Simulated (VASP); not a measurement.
Write the native input for VASP 6.6.1 that does the following.

```yaml
Task: single point
Functional: PBE
Dispersion: D3(BJ)
Potentials_or_basis: VASP PAW PBE potentials, release 64 (C, F, H)
Cutoff: 520 eV
k_mesh: 6 × 6 × 1
Occupations: gaussian, width 0.1 eV
Spin: no spin polarisation
Dipole_correction: yes
Further_INCAR_settings: ALGO = Normal; EDIFF = 1e-07; NBANDS = 31
```

The structure of HC8F lies in POSCAR:

```
HC8F
1.0
    4.9313048826     -0.0000000001      0.0000000000
   -2.4656524413      4.2706353022      0.0000000000
    0.0000000000      0.0000000000     18.0000331944
C F H
8 1 1
Direct
    0.3333333333      0.1666666667      0.2222236565
    0.3333333333      0.6666666667      0.2222236565
    0.8333333333      0.1666666667      0.2222236565
    0.8333333333      0.6666666667      0.2222236565
    0.1666666667      0.3333333333      0.2222218124
    0.1666666667      0.8333333333      0.2222218124
    0.6666666667      0.3333333333      0.2222218124
    0.6666666667      0.8333333333      0.2222218124
    0.2788917846      0.2211082154      0.2844457640
    0.3877748821      0.1122251179      0.2844457640
```

The input as run:

INCAR

```
SYSTEM = HC8F
ALGO = Normal
DIPOL = 0.5 0.5 0.235
EDIFF = 1E-7
ENCUT = 520
GGA = PE
IDIPOL = 3
ISIF = 2
ISMEAR = 0
IVDW = 12
LASPH = .True.
LCHARG = .False.
LDIPOL = .True.
LREAL = .False.
LWAVE = .False.
NBANDS = 31
NELM = 100
PREC = Accurate
SIGMA = 0.1
```

KPOINTS

```
k-points
0
Gamma
  6 6 1
  0 0 0
```

Potentials or basis: VASP PAW PBE potentials, release 64 (C, F, H).

Run with:

```console
$ cat potpaw_PBE.64/C/POTCAR potpaw_PBE.64/F/POTCAR potpaw_PBE.64/H/POTCAR > POTCAR
$ mpirun -np 1 vasp_std > vasp.out
```

It gave:

```json
{
 "Largest force": "30.629 eV/Å",
 "Band gap on the k mesh": "1.24 eV, direct",
 "Dispersion energy per atom": "-0.080 eV"
}
```

Run time: 4.2 min on 1 thread of Intel(R) Xeon(R) 6975P-C (Granite Rapids) (shared host), peak memory 0.58 GiB.
